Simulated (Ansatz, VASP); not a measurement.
**C in VASP and in Ansatz**

```
C
1.0
     0.00000    1.77690    1.77690
     1.77690    0.00000    1.77690
     1.77690    1.77690    0.00000
C
2
Cartesian
  0.0000 0.0000 0.0000
  0.8885 0.8885 0.8885
```

Alike in both runs: functional PBEsol; k mesh 12 × 12 × 12; occupations gaussian, width 0.02 eV; no spin polarisation.

Ansatz relaxed the structure, and its values are those at the end. VASP's run is a single point on that final structure, the one shown.

|  | VASP | Ansatz |
| --- | --- | --- |
| version | VASP 6.6.1 | Ansatz 0.2.0 |
| potentials or method | VASP PAW PBE potentials, release 64 (C_h), cutoff 910 eV | scalar-relativistic, plane waves, PAW |
| valence electrons in the cell | 8 | 8 |

```tsv
	VASP	Ansatz	Ansatz less VASP
gap on the k mesh at the Fermi level (eV)	4.07	4.07	0.000
least direct gap on the mesh (eV)	5.57	5.57	-0.005
```

VASP's potentials were made for PBE, not for PBEsol. With one functional, cell and mesh, what is left measures potentials, basis and numerics.

Noted on VASP's run: the cutoff is short for stress, so the pressure is rough.
